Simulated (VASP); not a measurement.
Here is a VASP 6.6.1 calculation.

The input INCAR:

```
SYSTEM = Ti
ALGO = Fast
EDIFF = 1E-7
ENCUT = 520
ISIF = 2
ISMEAR = 0
LASPH = .TRUE.
LCHARG = .TRUE.
LELF = .TRUE.
LREAL = .FALSE.
LVHAR = .TRUE.
LWAVE = .FALSE.
NBANDS = 12
NELM = 100
PREC = Accurate
SIGMA = 0.15
```

KPOINTS

```
k-points
0
G
  20 20 20
  0 0 0
```

File POSCAR:

```
Ti
1.0
   -1.6410000000      1.6410000000      1.6902300000
    1.6410000000     -1.6410000000      1.6902300000
    1.6410000000      1.6410000000     -1.6902300000
Ti
1
Direct
    0.0000000000      0.0000000000      0.0000000000
```

Potentials or basis: VASP PAW LDA potentials, release 64 (Ti_sv).

Launch:

```sh
$ cat potpaw_LDA.64/Ti_sv/POTCAR > POTCAR
$ mpirun -np 1 vasp_std > vasp.out
```

Task: Predict the band gap on the k mesh.

Result: Zero (band 6 reaches 8.26 eV, above the bottom of band 7 at 6.76 eV).

Task: What does it give for the pressure?

Result: -13.1 GPa.

Stress tensor (GPa, compression positive):
```
-13.29   0.00   0.00
  0.00 -13.29   0.00
  0.00   0.00 -12.66
```

Caveat: the cell differs from its parent crystal (strain +0.000 along x and y, +0.030 along z).
